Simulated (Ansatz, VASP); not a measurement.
## Al3P5 in VASP and in Ansatz

INCAR

```
PREC     = Accurate       # precision mode
ENCUT    = 520            # plane-wave cutoff, eV
EDIFF    = 1E-6           # SCF threshold, eV
ISMEAR   = 0              # smearing method
SIGMA    = 0.1            # smearing width, eV
LREAL    = False          # projectors in reciprocal space
LASPH    = True           # aspherical terms in the spheres
NELM     = 80             # most SCF steps
ALGO     = Normal         # electronic algorithm
ISIF     = 2              # what is computed and relaxed
LWAVE    = False          # write WAVECAR
LCHARG   = True           # write CHGCAR
GGA      = PE             # functional
LELF     = True           # ELF
LVHAR    = True         
NBANDS   = 27             # bands
```

Contents of KPOINTS:

```
regular mesh
0
Gamma
  4 4 4
```

POSCAR

```
Al3P5
1.0
    5.4922964700      0.0000000000      0.0000000000
    0.0000000000      5.4922964700      0.0000000000
    0.0000000000      0.0000000000      5.4922964700
Al P
3 5
Direct
    0.5000000000      0.0000000000      0.0000000000
    0.0000000000      0.5000000000      0.0000000000
    0.0000000000      0.0000000000      0.5000000000
    0.0000000000      0.5000000000      0.5000000000
    0.5000000000      0.0000000000      0.5000000000
    0.5000000000      0.5000000000      0.0000000000
    0.5000000000      0.5000000000      0.5000000000
    0.0000000000      0.0000000000      0.0000000000
```

Input for Ansatz:

```yaml
crystal:
  lattice:
    - [5.49229647, 0.0, 0.0]
    - [0.0, 5.49229647, 0.0]
    - [0.0, 0.0, 5.49229647]
  atoms:
    - { symbol: Al, position: [0.5, 0.0, 0.0] }
    - { symbol: Al, position: [0.0, 0.5, 0.0] }
    - { symbol: Al, position: [0.0, 0.0, 0.5] }
    - { symbol: P, position: [0.0, 0.5, 0.5] }
    - { symbol: P, position: [0.5, 0.0, 0.5] }
    - { symbol: P, position: [0.5, 0.5, 0.0] }
    - { symbol: P, position: [0.5, 0.5, 0.5] }
    - { symbol: P, position: [0.0, 0.0, 0.0] }
basis:
  ecutwfc: 420
kpoints:
  mp_grid: { grid: [4, 4, 4] }
hamiltonian:
  xc: pbe
scf:
  occupations: { method: gaussian, width: 0.1 }
  lower_state_search: "off"
output:
  forces: true
  stress: true
  eigenvalues: true
```

Alike in both runs: task single point; functional PBE; k mesh 4 × 4 × 4; occupations gaussian, width 0.1 eV; no spin polarisation.

|  | VASP | Ansatz |
| --- | --- | --- |
| version | VASP 6.6.1 | Ansatz 0.2.0 |
| potentials or method | VASP PAW PBE potentials, release 64 (Al, P), cutoff 520 eV | scalar-relativistic, plane waves, PAW |
| valence electrons in the cell | 34 | 34 |

|  | VASP | Ansatz | Ansatz less VASP |
| --- | --- | --- | --- |
| gap on the k mesh at the Fermi level (eV) | none | none | - |
| pressure (GPa) | -15.2 | -15.2 | +0.04 |

A gap of «none» marks a metal or a gap that the smearing closes. With one functional, cell and mesh, what is left measures potentials, basis and numerics.
